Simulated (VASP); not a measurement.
# CoO (I4/mmm) in VASP: a series of runs, part 3 of 3

VASP 6.6.1. The steps go on from the part before.

## (5) Single point, PBEsol+U, collinear spin, zero start

INCAR

```
ALGO     = Normal         # electronic algorithm
EDIFF    = 1E-6           # SCF threshold, eV
ENCUT    = 520            # plane-wave cutoff, eV
GGA      = PS             # functional
ISIF     = 2              # what is computed and relaxed
ISMEAR   = 0              # smearing method
ISPIN    = 2              # spin polarisation
LASPH    = True           # aspherical terms in the spheres
LCHARG   = False          # write CHGCAR
LDAU     = True           # DFT+U
LDAUJ    = 0.5 0        
LDAUL    = 2 -1           # shell
LDAUPRINT= 1            
LDAUTYPE = 1            
LDAUU    = 4 0            # U, eV
LMAXMIX  = 4              # l up to which the mixer works
LORBIT   = 11             # projections on sites
LREAL    = False          # projectors in reciprocal space
LWAVE    = False          # write WAVECAR
MAGMOM   = 0 0            # initial moments
NBANDS   = 18             # bands
NELM     = 150            # most SCF steps
NUPDOWN  = 0.0            # fixed moment
PREC     = Accurate       # precision mode
SIGMA    = 0.05           # smearing width, eV
```

KPOINTS

```
k-points
0
Gamma
  9 9 9
```

POSCAR

```
CoO
1.0
   -1.5080004400      1.5080004400      2.1072503600
    1.5080004400     -1.5080004400      2.1072503600
    1.5080004400      1.5080004400     -2.1072503600
Co O
1 1
Direct
    0.0000000000      0.0000000000      0.0000000000
    0.5000000000      0.5000000000      0.0000000000
```

Potentials or basis: VASP PAW PBE potentials, release 64 (Co, O).

On the command line:

```
$ cat potpaw_PBE.64/Co/POTCAR potpaw_PBE.64/O/POTCAR > POTCAR
$ mpirun -np 1 vasp_std > vasp.out
```

OUTCAR:

```text
EDIFF = 1E-6
   ENCUT = 520
   GGA = PS
   ISIF = 2
   ISMEAR = 0
   ISPIN = 2
   LASPH = True
   LORBIT = 11
   LREAL = False
   NELM = 150
   NUPDOWN = 0.0
   PREC = Accurate

 ion  position               nearest neighbor table
   1  0.000  0.000  0.000-   2 2.11   2 2.11   2 2.13   2 2.13   2 2.13   2 2.13
   2  0.500  0.500  0.000-   1 2.11   1 2.11   1 2.13   1 2.13   1 2.13   1 2.13

  LATTYP: Found a body centered tetragonal cell.
 ALAT       =     3.0160008800
 C/A-ratio  =     1.3973804676

  Lattice vectors:

 A1 = (  -1.5080004400,   1.5080004400,   2.1072503600)
 A2 = (   1.5080004400,  -1.5080004400,   2.1072503600)
 A3 = (   1.5080004400,   1.5080004400,  -2.1072503600)

Analysis of symmetry for initial positions (statically):
=====================================================================
 Subroutine PRICEL returns:
 Original cell was already a primitive cell.

 Routine SETGRP: Setting up the symmetry group for a
 body centered tetragonal supercell.

 Subroutine GETGRP returns: Found 16 space group operations
 (whereof 16 operations were pure point group operations)
 out of a pool of 16 trial point group operations.

The static configuration has the point symmetry D_4h.

Analysis of symmetry for dynamics (positions and initial velocities):
=====================================================================
 Subroutine PRICEL returns:
 Original cell was already a primitive cell.

 Routine SETGRP: Setting up the symmetry group for a
 body centered tetragonal supercell.

 Subroutine GETGRP returns: Found 16 space group operations
 (whereof 16 operations were pure point group operations)
 out of a pool of 16 trial point group operations.

The dynamic configuration has the point symmetry D_4h.

Analysis of structural, dynamic, and magnetic symmetry:
=====================================================================
 Subroutine PRICEL returns:
 Original cell was already a primitive cell.

 Routine SETGRP: Setting up the symmetry group for a
 body centered tetragonal supercell.

 Subroutine GETGRP returns: Found 16 space group operations
 (whereof 16 operations were pure point group operations)
 out of a pool of 16 trial point group operations.

The overall configuration has the point symmetry D_4h.

 Subroutine INISYM returns: Found 16 space group operations
 (whereof 16 operations are pure point group operations),
 and found     1 'primitive' translations

----------------------------------------------------------------------------------------

                                     Primitive cell

  volume of cell :      19.1681

  direct lattice vectors                    reciprocal lattice vectors
    -1.508000440  1.508000440  2.107250360     0.000000000  0.331564890  0.237276030
     1.508000440 -1.508000440  2.107250360     0.331564890  0.000000000  0.237276030
     1.508000440  1.508000440 -2.107250360     0.331564890  0.331564890  0.000000000

  length of vectors
[... 108 lines left out ...]
   angular momentum for each species LDAUL =     2   -1
   U (eV)           for each species LDAUU =   4.0  0.0
   J (eV)           for each species LDAUJ =   0.5  0.0
   GGA     = PS    functional components
   LHFCALC =     F    Hartree Fock is set to
   AEXX    =    0.0000 exact exchange contribution
   IVDW    =     0    specifies the selected vdW correction
   LEPSILON=     F    determine dielectric tensor
   LRPA    =     F    only Hartree local field effects (RPA)
 spin polarized calculation
 Gauss-broadening in eV      SIGMA  =   0.05
  energy-cutoff  :      520.00
  volume of cell :       19.17
 maximum number of plane-waves:       533
   NGX = 11   NGY = 11   NGZ = 11

 number of electron      15.0000006 magnetization       0.0000000

atom =   1  type =  1  l = 2

 onsite density matrix

spin component  1

  0.4189  0.0000 -0.0000  0.0000  0.0000
  0.0000  0.9582  0.0000  0.0000 -0.0000
 -0.0000  0.0000  0.3982  0.0000  0.0000
  0.0000  0.0000  0.0000  0.9582  0.0000
  0.0000 -0.0000  0.0000  0.0000  0.9572

spin component  2

  0.4188  0.0000 -0.0000  0.0000  0.0000
  0.0000  0.9582  0.0000  0.0000 -0.0000
 -0.0000  0.0000  0.3982  0.0000  0.0000
  0.0000  0.0000  0.0000  0.9582  0.0000
  0.0000 -0.0000  0.0000  0.0000  0.9572

 occupancies and eigenvectors

  o =  0.3982  v =  0.0000  0.0000 -1.0000  0.0000 -0.0000  0.0000  0.0000  0.0000  0.0000  0.0000      0.0000  0.0000  0.0000  0.0000  0.0000  0.0000  0.0000  0.0000  0.0000  0.0000
  o =  0.3982  v =  0.0000  0.0000  0.0000  0.0000  0.0000  0.0000 -0.0000 -1.0000  0.0000  0.0000      0.0000  0.0000  0.0000  0.0000  0.0000  0.0000  0.0000  0.0000  0.0000  0.0000
  o =  0.4188  v =  0.0000  0.0000  0.0000  0.0000  0.0000  1.0000  0.0000  0.0000  0.0000  0.0000      0.0000  0.0000  0.0000  0.0000  0.0000  0.0000  0.0000  0.0000  0.0000  0.0000
  o =  0.4189  v =  1.0000  0.0000  0.0000  0.0000  0.0000  0.0000  0.0000  0.0000  0.0000  0.0000      0.0000  0.0000  0.0000  0.0000  0.0000  0.0000  0.0000  0.0000  0.0000  0.0000
  o =  0.9572  v =  0.0000  0.0000  0.0000  0.0000  0.0000  0.0000 -0.0000  0.0000 -0.0000  1.0000      0.0000  0.0000  0.0000  0.0000  0.0000  0.0000  0.0000  0.0000  0.0000  0.0000
  o =  0.9572  v =  0.0000 -0.0000  0.0000 -0.0000 -1.0000  0.0000  0.0000  0.0000  0.0000  0.0000      0.0000  0.0000  0.0000  0.0000  0.0000  0.0000  0.0000  0.0000  0.0000  0.0000
  o =  0.9582  v =  0.0000 -0.6107 -0.0000  0.7919 -0.0000  0.0000  0.0000  0.0000  0.0000  0.0000      0.0000  0.0000  0.0000  0.0000  0.0000  0.0000  0.0000  0.0000  0.0000  0.0000
  o =  0.9582  v =  0.0000 -0.7919 -0.0000 -0.6107  0.0000  0.0000  0.0000  0.0000  0.0000  0.0000      0.0000  0.0000  0.0000  0.0000  0.0000  0.0000  0.0000  0.0000  0.0000  0.0000
  o =  0.9582  v =  0.0000  0.0000  0.0000  0.0000  0.0000  0.0000 -0.8721  0.0000  0.4894 -0.0000      0.0000  0.0000  0.0000  0.0000  0.0000  0.0000  0.0000  0.0000  0.0000  0.0000
  o =  0.9582  v =  0.0000  0.0000  0.0000  0.0000  0.0000  0.0000 -0.4894  0.0000 -0.8721 -0.0000      0.0000  0.0000  0.0000  0.0000  0.0000  0.0000  0.0000  0.0000  0.0000  0.0000

 number of electron      15.0000006 magnetization      -0.0000000

 Free energy of the ion-electron system (eV)
  ---------------------------------------------------
  ext. energy  EPLUGINS =         0.00000000
  ---------------------------------------------------
  free energy    TOTEN  =       -11.23307475 eV

  energy without entropy =      -11.22927545  energy(sigma->0) =      -11.23117510

 E-fermi :   7.8343     XC(G=0): -12.6927

 val. band max:        7.8339728924   @ k =  -0.4444   0.4444   0.4444
 cond. band min:       7.8344728165   @ k =  -0.4444   0.4444   0.4444
 fundamental gap:      0.0004999242
 Fermi energy:         7.8341917223

 spin component 1

 k-point     1 :       0.0000    0.0000    0.0000
  band No.  band energies     occupation
      1     -12.5826      1.00000
      2       4.3745      1.00000
      3       4.4210      1.00000
      4       4.4210      1.00000
      5       4.8107      1.00000
      6       4.8107      1.00000
[... 1001 lines left out ...]
     17      38.1046      0.00000
     18      39.6914      0.00000

 [... further k-points ...]
[... 5 lines left out ...]
  --------------------------------------------------------------------------------------
  -------------------------------------------------------------------------------------
  Total       -3.4094197     -3.4094197     -3.4443366      0.0000000      0.0000000      0.0000000
  in kB     -284.9784284   -284.9784284   -287.8969771      0.0000000      0.0000000      0.0000000
  external PRESSURE =    -285.9512780 kB  Pullay stress =       0.0000000 kB

 VOLUME and BASIS-vectors are now :
 -----------------------------------------------------------------------------
  energy-cutoff  :      520.00
  volume of cell :       19.17
      direct lattice vectors                 reciprocal lattice vectors
    -1.508000440  1.508000440  2.107250360     0.000000000  0.331564890  0.237276030
     1.508000440 -1.508000440  2.107250360     0.331564890  0.000000000  0.237276030
     1.508000440  1.508000440 -2.107250360     0.331564890  0.331564890  0.000000000

 POSITION                                       TOTAL-FORCE (eV/Angst)
 -----------------------------------------------------------------------------------
      0.00000      0.00000      0.00000        -0.000000      0.000000      0.000000
      0.00000      0.00000      2.10725         0.000000     -0.000000     -0.000000
 -----------------------------------------------------------------------------------
    total drift:                               -0.000000      0.000000     -0.000000

  FREE ENERGIE OF THE ION-ELECTRON SYSTEM (eV)
  ---------------------------------------------------
  free  energy   TOTEN  =       -11.2330747537 eV

  energy  without entropy=      -11.2292754516  energy(sigma->0) =      -11.23117510

 total charge

# of ion       s       p       d       tot
------------------------------------------
    1        0.280   0.333   7.353   7.966
    2        1.548   3.359   0.000   4.907
--------------------------------------------------
tot          1.828   3.692   7.353  12.873

 magnetization (x)

# of ion       s       p       d       tot
------------------------------------------
    1        0.000   0.000   0.000   0.000
    2       -0.000  -0.000   0.000  -0.000
--------------------------------------------------
tot         -0.000  -0.000   0.000  -0.000
```

Run time: 65 s. Hardware: 1 thread of Intel Xeon 8259CL, shared host; peak memory 0.18 GiB.

What came out:

| Property | Result |
| --- | --- |
| Free energy | -11.2331 eV |
| Pressure | -28.6 GPa |
| Net moment | 0.00 μB per cell |
| Valence electrons inside the program's atomic spheres | Co 7.97; O 4.91 |

Eigenvalues of the final occupation matrices:
```
    site  spin  trace               eigenvalues
site 1 d     1   3.69  0.40 0.42 0.96 0.96 0.96
site 1 d     2   3.69  0.40 0.42 0.96 0.96 0.96
```

Caveat: the PAW data sets were made with another functional, which shifts forces and pressure a little; the total moment is fixed, so each spin has its own Fermi level.

## (6) The runs side by side

| spin | fixed moment (μB) | pressure (GPa) | moment (μB) |
| --- | --- | --- | --- |
| collinear, ferrimagnetic start | 2.25 | -12.9 | 2.25 |
| collinear, ferromagnetic start | 3.3 | -1.6 | 3.30 |
| collinear, ferromagnetic start | - | -8.6 | 3.00 |
| collinear, zero start | 0.0 | -28.6 | 0.00 |

Alike in all rows: task single point; level PBEsol+U; potentials or basis VASP PAW PBE potentials, release 64 (Co, O); Co d U = 4.0 eV, J = 0.5 eV; cell as given; k mesh 9 × 9 × 9; cutoff (eV) 520; smearing gaussian 0.05 eV.

Caveats: the PAW data sets were made with another functional, which shifts forces and pressure a little; the total moment is fixed, so each spin has its own Fermi level (some runs); a cell with one magnetic atom can't hold antiferromagnetic order, which such compounds often take (some runs).

Total energies depend on the potentials used, so only differences within one code and one set of settings carry meaning.
